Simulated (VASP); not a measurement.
**As: single point with HSE06**

The system is As.

```
As
1.0
     1.90555    1.10017    3.56030
    -1.90555    1.10017    3.56030
     0.00000   -2.20034    3.56030
As
2
Direct
  0.22600 0.22600 0.22600
  0.77400 0.77400 0.77400
```

```json
{"Program": "VASP 6.6.1", "Task": "single point", "Functional": "HSE06", "Potentials or basis": "VASP PAW PBE potentials, release 64 (As)", "Cutoff": "520 eV", "k mesh": "6 × 6 × 6", "Occupations": "fermi-dirac, width 0.05 eV", "Spin": "no spin polarisation", "Dipole correction": "no", "Grid for exact exchange (PRECFOCK)": "Normal", "Further INCAR settings": "ALGO = Normal; EDIFF = 1e-06; NBANDS = 12", "Share of exact exchange": "0.25", "Screening parameter": "0.2079 1/Å"}
```

The pressure is -2.5 GPa. The largest force is 0.206 eV/Å and the band gap on the k mesh is zero (bands 5 and 6 overlap by 0.05 eV).

Forces in eV/Å, atoms in the order of the input:
```
As   0.000  0.000 -0.206
As   0.000  0.000  0.206
```

Stress tensor (GPa, compression positive):
```
-2.90  0.00  0.00
 0.00 -2.90  0.00
 0.00  0.00 -1.58
```

Levels at points of the mesh, in eV from the Fermi level:
```tsv
k point	band 3	band 4	band 5	band 6	band 7	band 8
(0.00, 0.00, 0.00)	-2.73	-2.29	-2.29	1.98	3.36	3.36
(0.50, 0.00, 0.00)	-3.18	-3.12	-0.52	-0.07	0.75	1.81
(0.50, 0.50, 0.00)	-6.47	-4.56	-4.51	1.88	6.03	7.51
(0.50, 0.50, 0.50)	-2.03	-2.03	-0.49	1.10	1.10	1.90
```

Wall time 17 min on 1 thread of Intel(R) Xeon(R) 6975P-C (Granite Rapids), on a shared host, peak memory 0.3 GiB.

Caveat: the PAW data sets were made with another functional, which shifts forces and pressure a little.
